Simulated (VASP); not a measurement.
# TiN (rocksalt type) (Fm-3m) in VASP: a series of runs

TiN (rocksalt type) is run at these levels: PBE; tasks: single point.

All numbers are computed with VASP 6.6.1; they aren't measurements. Logs are shortened: lines on timing, memory, paths and dates and some standing lists are left out, and cuts for length are marked.

### Step 1. The cell of the first run

Symmetry: Fm-3m, No. 225, cubic system. Conventional cell: a = 3.480 Å, b = 3.480 Å, c = 3.480 Å, α = 90.00°, β = 90.00°, γ = 90.00°. Within 2.3 Å of Ti (site symmetry m-3m) lie 6 N at 1.74 Å. Within 2.3 Å of N (site symmetry m-3m) lie 6 Ti at 1.74 Å.

### Step 2. Single point, PBE (5.27 Å³/atom)

The input, POSCAR:

```
TiN
1.0
    0.0000000000      1.7400978071      1.7400978071
    1.7400978071      0.0000000000      1.7400978071
    1.7400978071      1.7400978071      0.0000000000
Ti N
1 1
Direct
    0.0000000000      0.0000000000      0.0000000000
    0.5000000000      0.5000000000      0.5000000000
```

The input, INCAR.step1:

```
SYSTEM = TiN
ALGO = Normal
EDIFF = 1E-6
ENCUT = 520
GGA = PE
ISIF = 2
ISMEAR = -1
LASPH = .True.
LCHARG = .True.
LMAXMIX = 4
LREAL = .False.
LWAVE = .False.
NBANDS = 16
NELM = 80
PREC = Accurate
SIGMA = 0.1
```

The input, KPOINTS.step1:

```
k-points
0
Gamma
  15 15 15
  0 0 0
```

The input, INCAR.step2:

```
SYSTEM = TiN
ALGO = Normal
EDIFF = 1E-6
ENCUT = 520
GGA = PE
ICHARG = 11
ISIF = 2
ISMEAR = -5
LASPH = .True.
LCHARG = .False.
LMAXMIX = 4
LORBIT = 11
LREAL = .False.
LWAVE = .False.
NBANDS = 16
NEDOS = 2001
NELM = 80
PREC = Accurate
SIGMA = 0.1
```

The input, KPOINTS.step2:

```
k-points
0
Gamma
  23 23 23
  0 0 0
```

Potentials or basis: VASP PAW PBE potentials, release 64 (Ti_sv, N).

Launch:

```sh
> cat potpaw_PBE.64/Ti_sv/POTCAR potpaw_PBE.64/N/POTCAR > POTCAR
> cp INCAR.step1 INCAR
> cp KPOINTS.step1 KPOINTS
> mpirun -np 1 vasp_std > vasp.out
> cp INCAR.step2 INCAR
> cp KPOINTS.step2 KPOINTS
> mpirun -np 1 vasp_std > vasp.out
```

OUTCAR:

```text
SYSTEM = TiN
   EDIFF = 1E-6
   ENCUT = 520
   GGA = PE
   ICHARG = 11
   ISIF = 2
   ISMEAR = -5
   LASPH = .True.
   LORBIT = 11
   LREAL = .False.
   NELM = 80
   PREC = Accurate

 ion  position               nearest neighbor table
   1  0.000  0.000  0.000-   2 1.74   2 1.74   2 1.74   2 1.74   2 1.74   2 1.74
   2  0.500  0.500  0.500-   1 1.74   1 1.74   1 1.74   1 1.74   1 1.74   1 1.74

  LATTYP: Found a face centered cubic cell.
 ALAT       =     3.4801956142

  Lattice vectors:

 A1 = (   0.0000000000,   1.7400978071,   1.7400978071)
 A2 = (   1.7400978071,   0.0000000000,   1.7400978071)
 A3 = (   1.7400978071,   1.7400978071,   0.0000000000)

Analysis of symmetry for initial positions (statically):
=====================================================================
 Subroutine PRICEL returns:
 Original cell was already a primitive cell.

 Routine SETGRP: Setting up the symmetry group for a
 face centered cubic supercell.

 Subroutine GETGRP returns: Found 48 space group operations
 (whereof 48 operations were pure point group operations)
 out of a pool of 48 trial point group operations.

The static configuration has the point symmetry O_h .

Analysis of symmetry for dynamics (positions and initial velocities):
=====================================================================
 Subroutine PRICEL returns:
 Original cell was already a primitive cell.

 Routine SETGRP: Setting up the symmetry group for a
 face centered cubic supercell.

 Subroutine GETGRP returns: Found 48 space group operations
 (whereof 48 operations were pure point group operations)
 out of a pool of 48 trial point group operations.

The dynamic configuration has the point symmetry O_h .

 Subroutine INISYM returns: Found 48 space group operations
 (whereof 48 operations are pure point group operations),
 and found     1 'primitive' translations

----------------------------------------------------------------------------------------

                                     Primitive cell

  volume of cell :      10.5378

  direct lattice vectors                    reciprocal lattice vectors
     0.000000000  1.740097807  1.740097807    -0.287340170  0.287340170  0.287340170
     1.740097807  0.000000000  1.740097807     0.287340170 -0.287340170  0.287340170
     1.740097807  1.740097807  0.000000000     0.287340170  0.287340170 -0.287340170

  length of vectors
     2.460869919  2.460869919  2.460869919     0.497687774  0.497687774  0.497687774

  position of ions in fractional coordinates (direct lattice)
     0.000000000  0.000000000  0.000000000
     0.500000000  0.500000000  0.500000000

  ion indices of the primitive-cell ions
   primitive index   ion index
                 1           1
                 2           2

----------------------------------------------------------------------------------------

 KPOINTS: k-points

Automatic generation of k-mesh.
 Grid dimensions read from file:
 generate k-points for:   23   23   23

 Generating k-lattice:

  Cartesian coordinates                     Fractional coordinates (reciprocal lattice)
    -0.012493051  0.012493051  0.012493051     0.043478261  0.000000000  0.000000000
     0.012493051 -0.012493051  0.012493051     0.000000000  0.043478261  0.000000000
     0.012493051  0.012493051 -0.012493051     0.000000000  0.000000000  0.043478261

  Length of vectors
     0.021638599  0.021638599  0.021638599

  Shift w.r.t. Gamma in fractional coordinates (k-lattice)
     0.000000000  0.000000000  0.000000000

 TETIRR: Found   1662 inequivalent tetrahedra from    73002

 Subroutine IBZKPT returns following result:
 ===========================================

 Found    364 irreducible k-points:

 Following reciprocal coordinates:
            Coordinates               Weight
  0.000000  0.000000  0.000000      1.000000
  0.043478  0.000000  0.000000      8.000000
  0.086957  0.000000  0.000000      8.000000
  0.130435  0.000000  0.000000      8.000000
  0.173913  0.000000  0.000000      8.000000
  0.217391  0.000000  0.000000      8.000000
[... 16 lines left out ...]
  0.478261  0.043478  0.000000     24.000000
 -0.478261  0.043478  0.000000     24.000000
 [... further k-points ...]
   k-points           NKPTS =    364   k-points in BZ     NKDIM =    364   number of bands    NBANDS=     16
   number of dos      NEDOS =   2001   number of ions     NIONS =      2
   total plane-waves  NPLWV =   5832
   dimension x,y,z NGX =    18 NGY =   18 NGZ =   18
   dimension x,y,z NGXF=    36 NGYF=   36 NGZF=   36
   ions per type =               1   1
   NGX,Y,Z   is equivalent  to a cutoff of  12.16, 12.16, 12.16 a.u.
   NGXF,Y,Z  is equivalent  to a cutoff of  24.32, 24.32, 24.32 a.u.
 SYSTEM =  TiN
   PREC   = accura    normal or accurate (medium, high low for compatibility)
   ISTART =      0    job   : 0-new  1-cont  2-samecut
   ICHARG =     11    charge: 1-file 2-atom 10-const
   ISPIN  =      1    spin polarized calculation?
   LNONCOLLINEAR =      F non collinear calculations
   LSORBIT =      F    spin-orbit coupling
   LASPH  =      T    aspherical Exc in radial PAW
   ENCUT  =  520.0 eV  38.22 Ry    6.18 a.u.   4.58  4.58  4.58*2*pi/ulx,y,z
   NELM   =     80;   NELMIN=  2; NELMDL=  0     # of ELM steps
   EDIFF  = 0.1E-05   stopping-criterion for ELM
   LREAL  =      F    real-space projection
   EDIFFG = 0.1E-04   stopping-criterion for IOM
   NSW    =      0    number of steps for IOM
   IBRION =     -1    ionic relax: 0-MD 1-quasi-New 2-CG
   NFREE  =      0    steps in history (QN), initial steepest desc. (CG)
   ISIF   =      2    stress and relaxation
   ISYM   =      2    0-nonsym 1-usesym 2-fastsym
   POTIM  = 0.5000    time-step for ionic-motion
   TEBEG  =    0.0;   TEEND  =   0.0 temperature during run
   PSTRESS=    0.0 pullay stress
   NELECT =      17.0000    total number of electrons
   NUPDOWN=      -1.0000    fix difference up-down
   EMIN   =  10.00;   EMAX   =-10.00  energy-range for DOS
   EFERMI =   0.00;   METHOD = LEGACY
   ISMEAR =    -5;   SIGMA  =   0.10  broadening in eV -4-tet -1-fermi 0-gaus
   EFERMI_NEDOS =   21; number of points for ismear=-14 and -15
   IALGO  =     38    algorithm
   IMIX   =      4    mixing-type and parameters
     AMIX     =   0.40;   BMIX     =  1.00
     AMIX_MAG =   1.60;   BMIX_MAG =  1.00
  volume/ion in A,a.u.               =       5.27        35.56
  Fermi-wavevector in a.u.,A,eV,Ry     =   1.920028  3.628326 50.157961  3.686506
  Thomas-Fermi vector in A             =   2.954661
   LORBIT       =     11    0 simple, 1 ext, 2 COOP (PROOUT), +10 PAW based schemes
   GGA     = PE    functional components
   LHFCALC =     F    Hartree Fock is set to
   AEXX    =    0.0000 exact exchange contribution
   IVDW    =     0    specifies the selected vdW correction
   LEPSILON=     F    determine dielectric tensor
   LRPA    =     F    only Hartree local field effects (RPA)
 non-spin polarized calculation
 Fermi weights with tetrahedron method with Bloechl corrections
  energy-cutoff  :      520.00
  volume of cell :       10.54
 maximum number of plane-waves:       296

 number of electron      16.9999993 magnetization

 Free energy of the ion-electron system (eV)
  ---------------------------------------------------
  ext. energy  EPLUGINS =         0.00000000
  ---------------------------------------------------
  free energy    TOTEN  =       -10.45302142 eV

  energy without entropy =      -10.45302142  energy(sigma->0) =      -10.45302142

 E-fermi :  21.1327     XC(G=0): -16.6164

 val. band max:       21.0740059129   @ k =  -0.1739   0.3043   0.1304
 cond. band min:      21.1131925590   @ k =   0.4783   0.2609   0.1304
 fundamental gap:      0.0391866461
 Fermi energy:        21.1326949231

 k-point     1 :       0.0000    0.0000    0.0000
  band No.  band energies     occupation
      1     -36.7437      2.00000
      2     -11.1005      2.00000
      3     -11.1005      2.00000
      4     -11.1005      2.00000
      5       1.3169      2.00000
      6      18.6475      2.00000
[... 8 lines left out ...]
     15      36.0963      0.00000
     16      52.0054      0.00000

 k-point     2 :       0.0435    0.0000    0.0000
  band No.  band energies     occupation
      1     -36.7257      2.00000
      2     -11.2043      2.00000
      3     -11.1054      2.00000
      4     -11.1054      2.00000
      5       1.4349      2.00000
      6      18.0965      2.00000
[... 8 lines left out ...]
     15      36.2831      0.00000
     16      51.8425      0.00000

 k-point     3 :       0.0870    0.0000    0.0000
  band No.  band energies     occupation
      1     -36.6730      2.00000
      2     -11.4994      2.00000
      3     -11.1196      2.00000
      4     -11.1196      2.00000
      5       1.7725      2.00000
      6      17.1701      2.00000
[... 8 lines left out ...]
     15      36.8145      0.00000
     16      51.4283      0.00000

 k-point     4 :       0.1304    0.0000    0.0000
  band No.  band energies     occupation
      1     -36.5885      2.00000
      2     -11.9440      2.00000
      3     -11.1419      2.00000
      4     -11.1419      2.00000
      5       2.2879      2.00000
      6      16.1574      2.00000
[... 8 lines left out ...]
     15      37.6159      0.00000
     16      50.8641      0.00000
[... 324 lines left out ...]
 k-point    22 :       0.4348    0.0435    0.0000
  band No.  band energies     occupation
      1     -35.7435      2.00000
      2     -15.2482      2.00000
      3     -11.3839      2.00000
      4     -11.3617      2.00000
      5       6.9742      2.00000
      6       9.9654      2.00000
[... 8 lines left out ...]
     15      42.7831      0.00000
     16      42.9924      0.00000

 k-point    23 :       0.4783    0.0435    0.0000
  band No.  band energies     occupation
      1     -35.6874      2.00000
      2     -15.4286      2.00000
      3     -11.3924      2.00000
      4     -11.3772      2.00000
      5       7.5124      2.00000
      6       9.4035      2.00000
[... 8 lines left out ...]
     15      42.3107      0.00000
     16      42.3470      0.00000

 k-point    24 :      -0.4783    0.0435    0.0000
  band No.  band energies     occupation
      1     -35.6728      2.00000
      2     -15.4742      2.00000
      3     -11.4151      2.00000
      4     -11.3607      2.00000
      5       7.7159      2.00000
      6       9.1945      2.00000
[... 8 lines left out ...]
     15      42.0740      0.00000
     16      42.2811      0.00000

 [... further k-points ...]
[... 5 lines left out ...]
  --------------------------------------------------------------------------------------
  -------------------------------------------------------------------------------------
  Total       36.9955694     36.9955694     36.9955694      0.0000000      0.0000000     -0.0000000
  in kB     5624.8289970   5624.8289970   5624.8289970      0.0000000      0.0000000     -0.0000000
  external PRESSURE =    5624.8289970 kB  Pullay stress =       0.0000000 kB

 VOLUME and BASIS-vectors are now :
 -----------------------------------------------------------------------------
  energy-cutoff  :      520.00
  volume of cell :       10.54
      direct lattice vectors                 reciprocal lattice vectors
     0.000000000  1.740097807  1.740097807    -0.287340170  0.287340170  0.287340170
     1.740097807  0.000000000  1.740097807     0.287340170 -0.287340170  0.287340170
     1.740097807  1.740097807  0.000000000     0.287340170  0.287340170 -0.287340170

 POSITION                                       TOTAL-FORCE (eV/Angst)
 -----------------------------------------------------------------------------------
      0.00000      0.00000      0.00000        -0.000000     -0.000000     -0.000000
      1.74010      1.74010      1.74010         0.000000      0.000000      0.000000
 -----------------------------------------------------------------------------------
    total drift:                               -0.000000      0.000000      0.000000

  FREE ENERGIE OF THE ION-ELECTRON SYSTEM (eV)
  ---------------------------------------------------
  free  energy   TOTEN  =       -10.4530214188 eV

  energy  without entropy=      -10.4530214188  energy(sigma->0) =      -10.45302142

 total charge

# of ion       s       p       d       tot
------------------------------------------
    1        2.423   6.821   3.319  12.564
    2        1.372   2.941   0.000   4.313
--------------------------------------------------
tot          3.795   9.762   3.319  16.877
```

It took 53 s on 1 thread of Intel Xeon 8259CL, shared host; peak memory 0.17 GiB.

Results:

```yaml
Valence_electrons_inside_the_program's_atomic_spheres: Ti 12.56; N 4.31
```

Caveat: tetrahedron occupations give inexact forces and stress in metals.

### Step 3. Single point, PBE

This run uses another cell than the first one, of 9.58 Å³/atom.

The input, POSCAR:

```
TiN
1.0
    0.0000000000      2.1238284292      2.1238284292
    2.1238284292      0.0000000000      2.1238284292
    2.1238284292      2.1238284292      0.0000000000
Ti N
1 1
Direct
    0.0000000000      0.0000000000      0.0000000000
    0.5000000000      0.5000000000      0.5000000000
```

The input, INCAR.step1:

```
PREC     = Accurate       # precision mode
ENCUT    = 520            # plane-wave cutoff, eV
EDIFF    = 1E-6           # SCF threshold, eV
ISMEAR   = -1             # smearing method
SIGMA    = 0.1            # smearing width, eV
LREAL    = F              # projectors in reciprocal space
LASPH    = T              # aspherical terms in the spheres
NELM     = 100            # most SCF steps
ALGO     = Normal         # electronic algorithm
ISIF     = 2              # what is computed and relaxed
LWAVE    = F              # write WAVECAR
LCHARG   = T              # write CHGCAR
LMAXMIX  = 4              # l up to which the mixer works
GGA      = PE             # functional
NBANDS   = 16             # bands
```

The input, KPOINTS.step1:

```
Automatic mesh
0
Gamma
  15 15 15
```

The input, INCAR.step2:

```
PREC     = Accurate       # precision mode
ENCUT    = 520            # plane-wave cutoff, eV
EDIFF    = 1E-6           # SCF threshold, eV
ISMEAR   = -5             # smearing method
SIGMA    = 0.1            # smearing width, eV
LREAL    = F              # projectors in reciprocal space
LASPH    = T              # aspherical terms in the spheres
NELM     = 100            # most SCF steps
ALGO     = Normal         # electronic algorithm
ISIF     = 2              # what is computed and relaxed
LWAVE    = F              # write WAVECAR
LCHARG   = F              # write CHGCAR
LMAXMIX  = 4              # l up to which the mixer works
GGA      = PE             # functional
LORBIT   = 10             # projections on sites
NBANDS   = 16             # bands
NEDOS    = 1001           # points of the DOS
ICHARG   = 11             # starting density
```

The input, KPOINTS.step2:

```
Automatic mesh
0
Gamma
  23 23 23
```

Potentials or basis: VASP PAW PBE potentials, release 64 (Ti_sv, N).

Launch:

```sh
> cat potpaw_PBE.64/Ti_sv/POTCAR potpaw_PBE.64/N/POTCAR > POTCAR
> cp INCAR.step1 INCAR
> cp KPOINTS.step1 KPOINTS
> mpirun -np 1 vasp_std > vasp.out
> cp INCAR.step2 INCAR
> cp KPOINTS.step2 KPOINTS
> mpirun -np 1 vasp_std > vasp.out
```

Wall time 95 s (1 thread of Intel Xeon 8259CL, shared host); peak memory 0.22 GiB.

Results (log left out):

```yaml
Valence_electrons_inside_the_program's_atomic_spheres: Ti 10.37; N 3.75
```

Levels at points of the mesh, in eV from the Fermi level:
| k point | band 7 | band 8 | band 9 | band 10 | band 11 | band 12 |
| --- | --- | --- | --- | --- | --- | --- |
| (0.00, 0.00, 0.00) | -2.04 | -2.04 | -0.62 | -0.62 | -0.62 | 0.57 |

Caveat: tetrahedron occupations give inexact forces and stress in metals.
